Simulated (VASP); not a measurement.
Write the native input for VASP 6.6.1 that does the following.

* Task: single point
* Functional: PBE
* Dispersion: D3(BJ)
* Potentials or basis: VASP PAW PBE potentials, release 64 (Sn_d, Te)
* Cutoff: 520 eV
* k mesh: 16 × 16 × 16
* Occupations: gaussian, width 0.15 eV
* Spin: no spin polarisation
* Dipole correction: no
* Further INCAR settings: ALGO = Normal; EDIFF = 1e-06; NBANDS = 17

The structure of SnTe lies in POSCAR:

```
SnTe
1.0
    3.8258851498      0.0000000000      0.0000000000
    0.0000000000      3.8258851498      0.0000000000
    0.0000000000      0.0000000000      3.8258851498
Sn Te
1 1
Direct
   -0.0565898720     -0.0565898720     -0.0565898720
    0.5000000000      0.5000000000      0.5000000000
```

This cell differs from its parent crystal: all Sn atoms moved +0.375 Å, as atom 1 towards its neighbour atom 2 (Te) at 3.313 Å.

These files were run (other wordings do the same):

INCAR

```
SYSTEM = SnTe
PREC     = Accurate       ! precision mode
ENCUT    = 520            ! plane-wave cutoff, eV
EDIFF    = 1E-6           ! SCF threshold, eV
ISMEAR   = 0              ! smearing method
SIGMA    = 0.15           ! smearing width, eV
LREAL    = .False.        ! projectors in reciprocal space
LASPH    = .True.         ! aspherical terms in the spheres
NELM     = 80             ! most SCF steps
ALGO     = Normal         ! electronic algorithm
ISIF     = 2              ! what is computed and relaxed
LWAVE    = .False.        ! write WAVECAR
LCHARG   = .False.        ! write CHGCAR
GGA      = PE             ! functional
IVDW     = 12             ! dispersion correction
NBANDS   = 17             ! bands
```

KPOINTS

```
regular mesh
0
Gamma
  16 16 16
  0 0 0
```

Potentials or basis: VASP PAW PBE potentials, release 64 (Sn_d, Te).

Launch:

```console
$ cat potpaw_PBE.64/Sn_d/POTCAR potpaw_PBE.64/Te/POTCAR > POTCAR
$ mpirun -np 1 vasp_std > vasp.out
```

It gave:

| Quantity | Value |
| --- | --- |
| Pressure | 1.9 GPa |
| Largest force | 0.294 eV/Å |
| Band gap on the k mesh | zero (bands 10 and 11 overlap by 1.78 eV) |
| Dispersion energy per atom | -0.444 eV |

Caveat: the cell differs from its parent crystal (all Sn atoms moved +0.375 Å, as atom 1 towards its neighbour atom 2 (Te) at 3.313 Å); spin-orbit coupling is left out, which moves the levels of the heavy elements.

Run time: 5.6 min on 1 thread of Intel Xeon 8259CL, with other jobs on the host, peak memory 0.5 GiB.
